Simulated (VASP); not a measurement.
A run of VASP 6.6.1 is set up as follows.

INCAR

```
PREC = Accurate ; ENCUT = 520
EDIFF = 1E-6 ; ISMEAR = 0
SIGMA = 0.01 ; LREAL = F
LASPH = T ; NELM = 80
ALGO = Normal ; ISIF = 2
LWAVE = F ; LCHARG = F
GGA = PE ; NBANDS = 11
```

The input KPOINTS:

```
regular mesh
0
Gamma
  6 6 6
```

POSCAR

```
BN
1.0
    0.0000000000      1.8770184836      1.8770184836
    1.8770184836      0.0000000000      1.8770184836
    1.8770184836      1.8770184836      0.0000000000
B N
1 1
Direct
    0.0000000000      0.0000000000      0.0000000000
    0.2500000000      0.2500000000      0.2500000000
```

Potentials or basis: VASP PAW PBE potentials, release 64 (B, N).

The run is started by

```console
$ cat potpaw_PBE.64/B/POTCAR potpaw_PBE.64/N/POTCAR > POTCAR
$ mpirun -np 1 vasp_std > vasp.out
```

Question: Predict the pressure.

Answer: -32.2 GPa.

Question: Estimate the band gap on the k mesh.

Answer: 4.33 eV, indirect (least direct gap 8.28 eV).

Caveat: the k points lie up to 0.48 Å⁻¹ apart; the cell differs from its parent crystal (strain +4.0%). A k mesh can miss the band edges.
